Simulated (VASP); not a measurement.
As, 1 atom in the cell. The structure is cubic, space group Pm-3m (No. 221). Conventional cell: a = 2.676 Å, b = 2.676 Å, c = 2.676 Å, α = 90.00°, β = 90.00°, γ = 90.00°. As (site symmetry m-3m) has 6 As at 2.68 Å within 3.5 Å. 

```yaml
Program: VASP 6.6.1
Task: single point
Functional: PBE
Potentials_or_basis: VASP PAW PBE potentials, release 64 (As)
Cutoff: 500 eV
k_mesh: 15 × 15 × 15
Occupations: fermi-dirac, width 0.02 eV
Spin: no spin polarisation
Dipole_correction: no
Further_INCAR_settings: ALGO = Normal; EDIFF = 1e-06; NBANDS = 8
```

Potentials or basis: VASP PAW PBE potentials, release 64 (As).

The run is started by

```bash
$ cat potpaw_PBE.64/As/POTCAR > POTCAR
$ mpirun -np 1 vasp_std > vasp.out
```

Hardware: 1 thread of AMD EPYC 7R43 64-Core Processor (Zen 3) (shared host).

Estimate the wall time of this run.

It took 9.5 s on 1 thread of AMD EPYC 7R43 64-Core Processor (Zen 3), with other jobs on the host, peak memory 0.1 GiB. Counts: scf iterations 10, k points 120.
